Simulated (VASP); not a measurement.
# Rh (Fm-3m) in VASP: a series of runs, part 2 of 2

VASP 6.6.1. Earlier steps stand in the parts before.

**3. Single point, PBEsol**

The input, INCAR:

```
SYSTEM = Rh
PREC = Accurate ; ENCUT = 520
EDIFF = 1E-7 ; ISMEAR = 0
SIGMA = 0.15 ; LREAL = .FALSE.
LASPH = .TRUE. ; NELM = 80
ALGO = Fast ; ISIF = 2
LWAVE = .FALSE. ; LCHARG = .FALSE.
GGA = PS ; NBANDS = 14
```

The input, KPOINTS:

```
Automatic mesh
0
G
  24 24 24
  0 0 0
```

The input, POSCAR:

```
Rh
1.0
    0.0000000000      1.9015500000      1.9015500000
    1.9015500000      0.0000000000      1.9015500000
    1.9015500000      1.9015500000      0.0000000000
Rh
1
Direct
    0.0000000000      0.0000000000      0.0000000000
```

Potentials or basis: VASP PAW PBE potentials, release 64 (Rh_pv).

Launch:

```sh
$ cat potpaw_PBE.64/Rh_pv/POTCAR > POTCAR
$ mpirun -np 1 vasp_std > vasp.out
```

OUTCAR:

```text
SYSTEM = Rh
   PREC = Accurate
   ENCUT = 520
   EDIFF = 1E-7
   ISMEAR = 0
   LREAL = .FALSE.
   LASPH = .TRUE.
   NELM = 80
   ISIF = 2
   GGA = PS

 ion  position               nearest neighbor table
   1  0.000  0.000  0.000-

  LATTYP: Found a face centered cubic cell.
 ALAT       =     3.8031000000

  Lattice vectors:

 A1 = (   0.0000000000,   1.9015500000,   1.9015500000)
 A2 = (   1.9015500000,   0.0000000000,   1.9015500000)
 A3 = (   1.9015500000,   1.9015500000,   0.0000000000)

Analysis of symmetry for initial positions (statically):
[... 579 lines left out ...]
      8      12.2892      0.00000
      9      12.8365      0.00000
     10      20.9193      0.00000
     11      27.4198      0.00000
     12      32.1115      0.00000
     13      32.9256      0.00000
     14      33.2119      0.00000

 [... further k-points ...]
[... 5 lines left out ...]
  --------------------------------------------------------------------------------------
  -------------------------------------------------------------------------------------
  Total       -0.4455937     -0.4455937     -0.4455937      0.0000000      0.0000000     -0.0000000
  in kB      -51.9154170    -51.9154170    -51.9154170      0.0000000      0.0000000     -0.0000000
  external PRESSURE =     -51.9154170 kB  Pullay stress =       0.0000000 kB

 VOLUME and BASIS-vectors are now :
 -----------------------------------------------------------------------------
  energy-cutoff  :      520.00
  volume of cell :       13.75
      direct lattice vectors                 reciprocal lattice vectors
     0.000000000  1.901550000  1.901550000    -0.262943388  0.262943388  0.262943388
     1.901550000  0.000000000  1.901550000     0.262943388 -0.262943388  0.262943388
     1.901550000  1.901550000  0.000000000     0.262943388  0.262943388 -0.262943388

 POSITION                                       TOTAL-FORCE (eV/Angst)
 -----------------------------------------------------------------------------------
      0.00000      0.00000      0.00000         0.000000      0.000000      0.000000
 -----------------------------------------------------------------------------------
    total drift:                               -0.000000     -0.000000     -0.000000

  FREE ENERGIE OF THE ION-ELECTRON SYSTEM (eV)
  ---------------------------------------------------
  free  energy   TOTEN  =        -8.1413488327 eV

  energy  without entropy=       -8.1273989396  energy(sigma->0) =       -8.13437389
```

OSZICAR:

```text
N       E                     dE             d eps       ncg     rms          rms(c)
DAV:   1     0.119971308731E+03    0.11997E+03   -0.87726E+03 11616   0.115E+03
DAV:   2    -0.717574853286E+01   -0.12715E+03   -0.12133E+03 12812   0.341E+02
DAV:   3    -0.877316174358E+01   -0.15974E+01   -0.15944E+01 13886   0.419E+01
DAV:   4    -0.877901678280E+01   -0.58550E-02   -0.58547E-02 13298   0.261E+00
DAV:   5    -0.877906764965E+01   -0.50867E-04   -0.50866E-04 13616   0.214E-01    0.110E+01
RMM:   6    -0.816582948724E+01    0.61324E+00   -0.99452E-01 12399   0.970E+00    0.345E+00
RMM:   7    -0.814600268466E+01    0.19827E-01   -0.37083E-02 12772   0.206E+00    0.155E+00
RMM:   8    -0.814178484039E+01    0.42178E-02   -0.77425E-03 13715   0.101E+00    0.268E-01
RMM:   9    -0.814133966020E+01    0.44518E-03   -0.90541E-04 14190   0.335E-01    0.122E-02
RMM:  10    -0.814135011387E+01   -0.10454E-04   -0.10384E-04 14122   0.128E-01    0.111E-02
RMM:  11    -0.814134916876E+01    0.94511E-06   -0.38829E-06 14350   0.248E-02    0.375E-03
RMM:  12    -0.814134873643E+01    0.43233E-06   -0.75547E-07 13158   0.110E-02    0.860E-04
RMM:  13    -0.814134883269E+01   -0.96262E-07   -0.10631E-07  9780   0.425E-03
   1 F= -.81413488E+01 E0= -.81343739E+01  d E =-.139499E-01
```

stdout:

```text
POSCAR found type information on POSCAR Rh
 POSCAR found :  1 types and       1 ions
 scaLAPACK will be used
 -----------------------------------------------------------------------------
|                                                                             |
|                                                                             |
|     You enforced a specific xc type in the INCAR file but a different       |
|     I HOPE YOU KNOW WHAT YOU ARE DOING!                                     |
|                                                                             |
 -----------------------------------------------------------------------------

 LDA part: xc-table for (Slater+PW92), standard interpolation
 POSCAR, INCAR and KPOINTS ok, starting setup
 FFT: planning ... GRIDC
 FFT: planning ... GRID_SOFT
 FFT: planning ... GRID
 WAVECAR not read
 entering main loop
WARNING in EDDRMM: call to ZHEGV failed, returncode =   8  4     13
WARNING in EDDRMM: call to ZHEGV failed, returncode =   8  4     13
```

It took 63 s on 1 thread of AMD EPYC 9R45 (Zen 5), shared host; peak memory 0.15 GiB.

What came out:

```
Free energy : -8.1413 eV
Pressure    : -5.2 GPa
```

Levels at points of the mesh, in eV from the Fermi level:
```csv
k point,band 5,band 6,band 7,band 8,band 9,band 10
"(0.00, 0.00, 0.00)",-3.09,-3.09,-3.09,-0.98,-0.98,15.94
"(0.50, 0.00, 0.00)",-3.16,-3.16,0.58,0.58,0.66,8.59
"(0.50, 0.50, 0.00)",-5.97,0.56,0.99,0.99,3.18,12.23
```

Caveat: the PAW data sets were made with another functional, which shifts forces and pressure a little.

**4. Single point, PBEsol**

This run uses another cell than the first one: it holds 2 atoms, not 1.

The input, INCAR:

```
ALGO     = Fast           # electronic algorithm
EDIFF    = 1E-7           # SCF threshold, eV
ENCUT    = 520            # plane-wave cutoff, eV
GGA      = PS             # functional
ISIF     = 2              # what is computed and relaxed
ISMEAR   = 0              # smearing method
LASPH    = True           # aspherical terms in the spheres
LCHARG   = True           # write CHGCAR
LELF     = True           # ELF
LREAL    = False          # projectors in reciprocal space
LVHAR    = True         
LWAVE    = False          # write WAVECAR
NBANDS   = 22             # bands
NELM     = 60             # most SCF steps
PREC     = Accurate       # precision mode
SIGMA    = 0.15           # smearing width, eV
```

The input, KPOINTS:

```
k-points
0
Gamma
  18 18 12
```

The input, POSCAR:

```
Rh
1.0
    0.0000000000     -1.9015500000     -1.9015500000
    0.0000000000      1.9015500000     -1.9015500000
    3.8031000000      0.0000000000      0.0000000000
Rh
2
Direct
    0.5000000000      0.5000000000      0.5000000000
    0.0000000000      0.0000000000      0.0000000000
```

Launch:

```sh
$ cat potpaw_PBE.64/Rh_pv/POTCAR > POTCAR
$ mpirun -np 1 vasp_std > vasp.out
```

Run time: 2.4 min. Hardware: 1 thread of AMD EPYC 7R13 (Zen 3), shared host; peak memory 0.25 GiB.

The run converged. Its results:

| Property | Result |
| --- | --- |
| Free energy | -16.2828 eV |
| Pressure | -5.2 GPa |
| Band gap on the k mesh | zero (band 15 reaches 12.74 eV, above the bottom of band 16 at 10.28 eV) |

Levels at points of the mesh, in eV from the Fermi level:
| k point | band 12 | band 13 | band 14 | band 15 | band 16 | band 17 | band 18 | band 19 |
| --- | --- | --- | --- | --- | --- | --- | --- | --- |
| (0.00, 0.00, 0.00) | -3.09 | -0.98 | -0.98 | 0.56 | 0.99 | 0.99 | 3.18 | 12.22 |
| (0.50, 0.00, 0.00) | -3.49 | -1.90 | -1.90 | -1.10 | -1.10 | 3.04 | 3.04 | 13.26 |
| (0.50, 0.50, 0.00) | 0.56 | 0.99 | 0.99 | 0.99 | 0.99 | 3.18 | 3.18 | 12.22 |
| (0.00, 0.00, 0.50) | -1.95 | -1.47 | -1.47 | -1.47 | -1.47 | -0.26 | -0.26 | 18.34 |
| (0.50, 0.00, 0.50) | -3.17 | 0.58 | 0.58 | 0.58 | 0.58 | 0.65 | 0.65 | 8.59 |
| (0.50, 0.50, 0.50) | -3.83 | -1.21 | -1.21 | 0.99 | 0.99 | 9.56 | 9.56 | 9.56 |

Caveat: the PAW data sets were made with another functional, which shifts forces and pressure a little.

**5. The runs side by side**

```csv
cell,k mesh,further INCAR settings,gap on the mesh (eV),pressure (GPa)
"a = 2.689 Å, angles 60.0°, 1 atom",22 × 22 × 22,ALGO = Fast; EDIFF = 1e-06; NBANDS = 14,none,-5.2
"a = 2.689 Å, angles 60.0°, 1 atom",24 × 24 × 24,ALGO = Fast; EDIFF = 1e-07; NBANDS = 14,none,-5.2
"a = 2.689, b = 2.689, c = 3.803 Å, 2 atoms",18 × 18 × 12,ALGO = Fast; EDIFF = 1e-07; NBANDS = 22,none,-5.2
```

Alike in all rows: task single point; level PBEsol; potentials or basis VASP PAW PBE potentials, release 64 (Rh_pv); no spin polarisation; cutoff (eV) 520; smearing gaussian 0.15 eV.

Caveats: the PAW data sets were made with another functional, which shifts forces and pressure a little.

Total energies depend on the potentials used, so only differences within one code and one set of settings carry meaning.
